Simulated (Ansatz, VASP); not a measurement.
# Al9H: VASP beside Ansatz

```
Al H
1.0
     2.85432    0.00000    0.00000
    -1.42716    9.70333    0.00000
     0.00000    0.00000   21.79027
Al H
9 1
Direct
  0.53245 0.06490 0.18357
  0.67097 0.34194 0.22928
  0.29867 0.59735 0.23842
  0.92638 0.85275 0.24756
  0.06397 0.12774 0.29371
  0.19959 0.40427 0.34526
  0.82885 0.65971 0.35245
  0.45264 0.91113 0.36076
  0.59252 0.18146 0.40340
  0.59252 0.18146 0.48004
```

Alike in both runs: task single point; functional PBE; k mesh 9 × 3 × 1; occupations gaussian, width 0.1 eV; no spin polarisation.

```csv
,VASP,Ansatz
version,VASP 6.6.1,Ansatz 0.2.0
potentials or method,"VASP PAW PBE potentials, release 64 (Al, H), cutoff 520 eV","scalar-relativistic, plane waves, PAW"
valence electrons in the cell,28,28
```

Ansatz gave:

```
gap on the k mesh at the Fermi level (eV)  : none
rms of the force components (eV/Å)         : 0.184
work function, face that differs most (eV) : 4.17
```

What did VASP give for the same quantities?

gap on the k mesh at the Fermi level (eV): none; rms of the force components (eV/Å): 0.184; work function, face that differs most (eV): 4.18.

Atom by atom the forces differ by 0.001 eV/Å (rms over components). A gap of «none» marks a metal or a gap that the smearing closes.
